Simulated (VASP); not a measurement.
Runs of VASP 6.6.1 on CsSnI3. The structure is that of space group Pm-3m (No. 221), or close to it. The cells are those of the table. 

```csv
level,cell,gap on the mesh (eV),pressure (GPa)
r2SCAN,"a = 6.241 Å, 5 atoms",0.50,0.0
PBE,"a = 6.422 Å, 5 atoms",0.72,(d)
PBE,"a = 6.241 Å, 5 atoms",(a),0.5
PBE,"a = 6.298 Å, 5 atoms",0.49,0.0
PBE,"a = 6.234 Å, 5 atoms",0.36,0.5
PBE,"a = 6.170 Å, 5 atoms",(c),1.2
r2SCAN,"a = 6.303 Å, 5 atoms",0.64,-0.5
PBE,"a = 6.360 Å, 5 atoms",0.61,(b)
```

Alike in all rows: task single point; potentials or basis VASP PAW PBE potentials, release 64 (Cs_sv, Sn_d, I); no spin polarisation; k mesh 4 × 4 × 4; cutoff (eV) 520; smearing gaussian 0.01 eV.

Fill in the values left out.

(a) 0.38; (b) -0.4; (c) 0.22; (d) -0.8.

Caveats: semilocal functionals underestimate gaps, and a narrow one can read as zero; spin-orbit coupling is left out, which moves the levels of the heavy elements; the PAW data sets were made with another functional, which shifts forces and pressure a little (at least some runs).

A k mesh can miss the band edges, and the runs leave out spin-orbit coupling on Cs, I, Sn.
